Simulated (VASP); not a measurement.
The system is ScAl3N4.

```
Sc Al N
1.0
    -3.22150    0.00000    0.00000
     0.00000    5.57980    0.00000
     1.61075   -2.78990   -5.06150
Sc Al N
1 3 4
Direct
  0.00000 0.33333 0.00000
  0.50000 0.83333 0.00000
  0.75000 0.41667 0.50000
  0.25000 0.91667 0.50000
  0.80900 0.14233 0.61800
  0.30900 0.64233 0.61800
  0.55900 0.22567 0.11800
  0.05900 0.72567 0.11800
```

```yaml
Program: VASP 6.6.1
Task: relaxation of cell and atoms
Functional: LDA
Potentials_or_basis: VASP PAW LDA potentials, release 64 (Sc_sv, Al, N)
Cutoff: 600 eV
k_mesh: 6 × 6 × 6
Occupations: gaussian, width 0.1 eV
Spin: no spin polarisation
```

At the start: pressure -2.0 GPa; volume 11.37 Å³/atom.

Q: Where does the relaxation end?

A: Over 10 steps the energy falls by 70.2 meV/atom and the volume is 11.09 Å³/atom (-2.5 %); space group Cm (No. 8, to 0.1 Å) before and after.

Step by step:
```tsv
step	energy change (eV)	largest force (eV/Å)	pressure (GPa)	volume (Å³)
1	0.0000	3.1373	-2.00	90.98
2	-0.4621	1.2414	-0.52	89.13
3	-0.5234	0.4896	-1.51	89.61
4	-0.5404	0.4971	1.25	88.25
5	-0.5446	0.2331	0.37	88.66
6	-0.5518	0.1742	0.11	88.76
7	-0.5544	0.2334	-0.15	88.85
8	-0.5591	0.1271	-0.15	88.83
9	-0.5604	0.1260	-0.15	88.81
10	-0.5612	0.0414	0.05	88.70
```

Final structure:
```cif
data_structure
_symmetry_space_group_name_H-M 'P 1'
_symmetry_Int_Tables_number 1
_cell_length_a 3.1819
_cell_length_b 5.5647
_cell_length_c 5.9430
_cell_angle_alpha 117.817
_cell_angle_beta 105.528
_cell_angle_gamma 90.000
_cell_volume 88.70
loop_
_atom_site_label
_atom_site_type_symbol
_atom_site_fract_x
_atom_site_fract_y
_atom_site_fract_z
_atom_site_occupancy
Sc1 Sc 0.00505 0.33614 0.01010 1
Al1 Al 0.50034 0.83735 0.00068 1
Al2 Al 0.75385 0.41713 0.50770 1
Al3 Al 0.24597 0.91555 0.49193 1
N1 N 0.79965 0.12981 0.59930 1
N2 N 0.30628 0.64308 0.61256 1
N3 N 0.56785 0.21403 0.13570 1
N4 N 0.05701 0.74291 0.11403 1
```

Caveat: the relaxation stopped at a loose force limit of 0.05 eV/Å, so its end isn't a converged minimum.
